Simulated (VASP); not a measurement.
# BN (F-43m) in VASP: notebook, part 2 of 2

VASP 6.6.1. Earlier steps stand in the parts before.

## 4. Single point, PBEsol

This run uses another cell than the first one, of 5.47 Å³/atom, 0.918 times its volume.

Contents of INCAR:

```
PREC = Accurate
ENCUT = 520
EDIFF = 1E-6
ISMEAR = -1
SIGMA = 0.05
LREAL = False
LASPH = True
NELM = 80
ALGO = Normal
ISIF = 2
LWAVE = False
LCHARG = False
GGA = PS
NBANDS = 11
```

Contents of KPOINTS:

```
regular mesh
0
Gamma
  13 13 13
```

Contents of POSCAR:

```
BN
1.0
    0.0000000000      1.7620593808      1.7620593808
    1.7620593808      0.0000000000      1.7620593808
    1.7620593808      1.7620593808      0.0000000000
N B
1 1
Direct
    0.2500000000      0.2500000000      0.2500000000
    0.0000000000      0.0000000000      0.0000000000
```

Potentials or basis: VASP PAW PBE potentials, release 64 (N, B).

Command:

```bash
$ cat potpaw_PBE.64/N/POTCAR potpaw_PBE.64/B/POTCAR > POTCAR
$ mpirun -np 1 vasp_std > vasp.out
```

OUTCAR:

```text
PREC = Accurate
   ENCUT = 520
   EDIFF = 1E-6
   ISMEAR = -1
   LREAL = False
   LASPH = True
   NELM = 80
   ISIF = 2
   GGA = PS

 ion  position               nearest neighbor table
   1  0.250  0.250  0.250-   2 1.53   2 1.53   2 1.53   2 1.53
   2  0.000  0.000  0.000-   1 1.53   1 1.53   1 1.53   1 1.53

  LATTYP: Found a face centered cubic cell.
 ALAT       =     3.5241187616

  Lattice vectors:

 A1 = (   0.0000000000,   1.7620593808,   1.7620593808)
 A2 = (   1.7620593808,   0.0000000000,   1.7620593808)
 A3 = (   1.7620593808,   1.7620593808,   0.0000000000)

Analysis of symmetry for initial positions (statically):
=====================================================================
 Subroutine PRICEL returns:
 Original cell was already a primitive cell.

 Routine SETGRP: Setting up the symmetry group for a
 face centered cubic supercell.

 Subroutine GETGRP returns: Found 24 space group operations
 (whereof 24 operations were pure point group operations)
 out of a pool of 48 trial point group operations.

The static configuration has the point symmetry T_d .

Analysis of symmetry for dynamics (positions and initial velocities):
=====================================================================
 Subroutine PRICEL returns:
 Original cell was already a primitive cell.

 Routine SETGRP: Setting up the symmetry group for a
 face centered cubic supercell.

 Subroutine GETGRP returns: Found 24 space group operations
 (whereof 24 operations were pure point group operations)
 out of a pool of 48 trial point group operations.

The dynamic configuration has the point symmetry T_d .

 Subroutine INISYM returns: Found 24 space group operations
 (whereof 24 operations are pure point group operations),
 and found     1 'primitive' translations

----------------------------------------------------------------------------------------

                                     Primitive cell

  volume of cell :      10.9419

  direct lattice vectors                    reciprocal lattice vectors
     0.000000000  1.762059381  1.762059381    -0.283758882  0.283758882  0.283758882
     1.762059381  0.000000000  1.762059381     0.283758882 -0.283758882  0.283758882
     1.762059381  1.762059381  0.000000000     0.283758882  0.283758882 -0.283758882

  length of vectors
     2.491928274  2.491928274  2.491928274     0.491484801  0.491484801  0.491484801

  position of ions in fractional coordinates (direct lattice)
     0.250000000  0.250000000  0.250000000
     0.000000000  0.000000000  0.000000000

  ion indices of the primitive-cell ions
   primitive index   ion index
                 1           1
                 2           2

----------------------------------------------------------------------------------------

 KPOINTS: regular mesh

Automatic generation of k-mesh.
 Grid dimensions read from file:
 generate k-points for:   13   13   13

 Generating k-lattice:

  Cartesian coordinates                     Fractional coordinates (reciprocal lattice)
    -0.021827606  0.021827606  0.021827606     0.076923077  0.000000000  0.000000000
     0.021827606 -0.021827606  0.021827606     0.000000000  0.076923077  0.000000000
     0.021827606  0.021827606 -0.021827606     0.000000000  0.000000000  0.076923077

  Length of vectors
     0.037806523  0.037806523  0.037806523

  Shift w.r.t. Gamma in fractional coordinates (k-lattice)
     0.000000000  0.000000000  0.000000000

 Subroutine IBZKPT returns following result:
 ===========================================

 Found     84 irreducible k-points:

 Following reciprocal coordinates:
            Coordinates               Weight
  0.000000  0.000000  0.000000      1.000000
  0.076923  0.000000  0.000000      8.000000
  0.153846  0.000000  0.000000      8.000000
  0.230769  0.000000  0.000000      8.000000
  0.307692  0.000000  0.000000      8.000000
  0.384615  0.000000  0.000000      8.000000
[... 16 lines left out ...]
  0.384615  0.153846  0.000000     24.000000
  0.461538  0.153846  0.000000     24.000000
 [... further k-points ...]
   k-points           NKPTS =     84   k-points in BZ     NKDIM =     84   number of bands    NBANDS=     11
   number of dos      NEDOS =    301   number of ions     NIONS =      2
   total plane-waves  NPLWV =   8000
   dimension x,y,z NGX =    20 NGY =   20 NGZ =   20
   dimension x,y,z NGXF=    40 NGYF=   40 NGZF=   40
   ions per type =               1   1
   NGX,Y,Z   is equivalent  to a cutoff of  13.34, 13.34, 13.34 a.u.
   NGXF,Y,Z  is equivalent  to a cutoff of  26.69, 26.69, 26.69 a.u.
 SYSTEM =  unknown system
   PREC   = accura    normal or accurate (medium, high low for compatibility)
   ISTART =      0    job   : 0-new  1-cont  2-samecut
   ICHARG =      2    charge: 1-file 2-atom 10-const
   ISPIN  =      1    spin polarized calculation?
   LNONCOLLINEAR =      F non collinear calculations
   LSORBIT =      F    spin-orbit coupling
   LASPH  =      T    aspherical Exc in radial PAW
   ENCUT  =  520.0 eV  38.22 Ry    6.18 a.u.   4.63  4.63  4.63*2*pi/ulx,y,z
   NELM   =     80;   NELMIN=  2; NELMDL= -5     # of ELM steps
   EDIFF  = 0.1E-05   stopping-criterion for ELM
   LREAL  =      F    real-space projection
   EDIFFG = 0.1E-04   stopping-criterion for IOM
   NSW    =      0    number of steps for IOM
   IBRION =     -1    ionic relax: 0-MD 1-quasi-New 2-CG
   NFREE  =      0    steps in history (QN), initial steepest desc. (CG)
   ISIF   =      2    stress and relaxation
   ISYM   =      2    0-nonsym 1-usesym 2-fastsym
   POTIM  = 0.5000    time-step for ionic-motion
   TEBEG  =    0.0;   TEEND  =   0.0 temperature during run
   PSTRESS=    0.0 pullay stress
   NELECT =       8.0000    total number of electrons
   NUPDOWN=      -1.0000    fix difference up-down
   EMIN   =  10.00;   EMAX   =-10.00  energy-range for DOS
   EFERMI =   0.00;   METHOD = LEGACY
   ISMEAR =    -1;   SIGMA  =   0.05  broadening in eV -4-tet -1-fermi 0-gaus
   EFERMI_NEDOS =   21; number of points for ismear=-14 and -15
   IALGO  =     38    algorithm
   IMIX   =      4    mixing-type and parameters
     AMIX     =   0.40;   BMIX     =  1.00
     AMIX_MAG =   1.60;   BMIX_MAG =  1.00
  volume/ion in A,a.u.               =       5.47        36.92
  Fermi-wavevector in a.u.,A,eV,Ry     =   1.474827  2.787018 29.594215  2.175113
  Thomas-Fermi vector in A             =   2.589550
   LORBIT       =      0    0 simple, 1 ext, 2 COOP (PROOUT), +10 PAW based schemes
   GGA     = PS    functional components
   LHFCALC =     F    Hartree Fock is set to
   AEXX    =    0.0000 exact exchange contribution
   IVDW    =     0    specifies the selected vdW correction
   LEPSILON=     F    determine dielectric tensor
   LRPA    =     F    only Hartree local field effects (RPA)
 non-spin polarized calculation
  energy-cutoff  :      520.00
  volume of cell :       10.94
 maximum number of plane-waves:       306
   NGX =  9   NGY =  9   NGZ =  9

 number of electron       7.9999999 magnetization

 Free energy of the ion-electron system (eV)
  ---------------------------------------------------
  ext. energy  EPLUGINS =         0.00000000
  ---------------------------------------------------
  free energy    TOTEN  =       -18.27280199 eV

  energy without entropy =      -18.27280199  energy(sigma->0) =      -18.27280199

 E-fermi :   9.3690     XC(G=0): -13.3931

 val. band max:        8.3336329400   @ k =   0.0000   0.0000   0.0000
 cond. band min:      12.7689810652   @ k =   0.4615   0.4615   0.0000
 fundamental gap:      4.4353481252
 Fermi energy:         9.3689809367

 k-point     1 :       0.0000    0.0000    0.0000
  band No.  band energies     occupation
      1     -12.8167      2.00000
      2       8.3336      2.00000
      3       8.3336      2.00000
      4       8.3336      2.00000
      5      17.4544      0.00000
      6      17.4544      0.00000
      7      17.4544      0.00000
      8      19.8624      0.00000
      9      34.3029      0.00000
     10      36.9786      0.00000
     11      36.9786      0.00000
[... 309 lines left out ...]
 k-point    24 :       0.4615    0.1538    0.0000
  band No.  band energies     occupation
      1      -8.4849      2.00000
      2      -1.5903      2.00000
      3       4.8517      2.00000
      4       5.2542      2.00000
      5      17.4791      0.00000
      6      21.3182      0.00000
      7      21.3887      0.00000
      8      23.8035      0.00000
      9      29.9589      0.00000
     10      35.9665      0.00000
     11      37.4418      0.00000

 [... further k-points ...]

------------------------ aborting loop because EDIFF is reached ----------------------------------------

  FORCE on cell =-STRESS in cart. coord.  units (eV):
  Direction    XX          YY          ZZ          XY          YZ          ZX
  --------------------------------------------------------------------------------------
  -------------------------------------------------------------------------------------
  Total        2.1099071      2.1099071      2.1099071     -0.0000000      0.0000000     -0.0000000
  in kB      308.9458050    308.9458050    308.9458050     -0.0000000      0.0000000     -0.0000000
  external PRESSURE =     308.9458050 kB  Pullay stress =       0.0000000 kB

 VOLUME and BASIS-vectors are now :
 -----------------------------------------------------------------------------
  energy-cutoff  :      520.00
  volume of cell :       10.94
      direct lattice vectors                 reciprocal lattice vectors
     0.000000000  1.762059381  1.762059381    -0.283758882  0.283758882  0.283758882
     1.762059381  0.000000000  1.762059381     0.283758882 -0.283758882  0.283758882
     1.762059381  1.762059381  0.000000000     0.283758882  0.283758882 -0.283758882

 POSITION                                       TOTAL-FORCE (eV/Angst)
 -----------------------------------------------------------------------------------
      0.88103      0.88103      0.88103        -0.000000     -0.000000     -0.000000
      0.00000      0.00000      0.00000         0.000000      0.000000      0.000000
 -----------------------------------------------------------------------------------
    total drift:                                0.000000      0.000000      0.000000

  FREE ENERGIE OF THE ION-ELECTRON SYSTEM (eV)
  ---------------------------------------------------
  free  energy   TOTEN  =       -18.2728019904 eV

  energy  without entropy=      -18.2728019904  energy(sigma->0) =      -18.27280199
```

OSZICAR:

```text
N       E                     dE             d eps       ncg     rms          rms(c)
DAV:   1     0.109537590345E+02    0.10954E+02   -0.50695E+03  1904   0.733E+02
DAV:   2    -0.188358340425E+02   -0.29790E+02   -0.29043E+02  2209   0.172E+02
DAV:   3    -0.193475395024E+02   -0.51171E+00   -0.51111E+00  2202   0.193E+01
DAV:   4    -0.193480485139E+02   -0.50901E-03   -0.50901E-03  1959   0.685E-01
DAV:   5    -0.193480489236E+02   -0.40964E-06   -0.40962E-06  2175   0.191E-02    0.703E+00
DAV:   6    -0.184054428186E+02    0.94261E+00   -0.26094E+00  1926   0.961E+00    0.354E+00
DAV:   7    -0.182950072047E+02    0.11044E+00   -0.13889E-01  2109   0.290E+00    0.198E+00
DAV:   8    -0.182727685899E+02    0.22239E-01   -0.36019E-02  2088   0.133E+00    0.222E-01
DAV:   9    -0.182727855545E+02   -0.16965E-04   -0.76939E-04  1965   0.250E-01    0.866E-02
DAV:  10    -0.182728003834E+02   -0.14829E-04   -0.56618E-05  2064   0.655E-02    0.140E-02
DAV:  11    -0.182728019698E+02   -0.15863E-05   -0.33910E-06  2085   0.143E-02    0.844E-03
DAV:  12    -0.182728019904E+02   -0.20663E-07   -0.83418E-07   987   0.628E-03
   1 F= -.18272802E+02 E0= -.18272802E+02  d E =-.421214E-11
```

stdout:

```text
POSCAR found type information on POSCAR N B
 POSCAR found :  2 types and       2 ions
 scaLAPACK will be used
 -----------------------------------------------------------------------------
|                                                                             |
|                                                                             |
|     You enforced a specific xc type in the INCAR file but a different       |
|     I HOPE YOU KNOW WHAT YOU ARE DOING!                                     |
|                                                                             |
 -----------------------------------------------------------------------------

 LDA part: xc-table for (Slater+PW92), standard interpolation
 POSCAR, INCAR and KPOINTS ok, starting setup
 FFT: planning ... GRIDC
 FFT: planning ... GRID_SOFT
 FFT: planning ... GRID
 WAVECAR not read
 entering main loop
```

Run time: 12 s. Hardware: 1 thread of AMD EPYC 7R13, shared host; peak memory 0.09 GiB.

Results:

```yaml
Free_energy: -18.2728 eV
Pressure: 30.9 GPa
Band_gap_on_the_k_mesh: 4.44 eV, indirect (least direct gap 9.12 eV)
```

Levels at points of the mesh, in eV from the valence-band top:
```tsv
k point	band 1	band 2	band 3	band 4	band 5	band 6	band 7	band 8	band 9
(0.00, 0.00, 0.00)	-21.15	0.00	0.00	0.00	9.12	9.12	9.12	11.53	25.97
```

Caveat: the PAW data sets were made with another functional, which shifts forces and pressure a little.

## 5. Summary

```csv
level,cell,k mesh,gap on the mesh (eV),pressure (GPa)
PBE,"a = 2.564 Å, angles 60.0°, 2 atoms",10 × 10 × 10,4.45,-0.2
PBE,"a = 2.564 Å, angles 60.0°, 2 atoms",7 × 7 × 7,4.70,-0.2
PBEsol,"a = 2.492 Å, angles 60.0°, 2 atoms",13 × 13 × 13,4.44,30.9
```

Alike in all rows: task single point; potentials or basis VASP PAW PBE potentials, release 64 (N, B); no spin polarisation; cutoff (eV) 520; smearing fermi-dirac 0.05 eV.

Caveats: some runs use coarse meshes; the PAW data sets were made with another functional, which shifts forces and pressure a little (some runs).

Absolute energies hang on the potentials; compare differences alone.
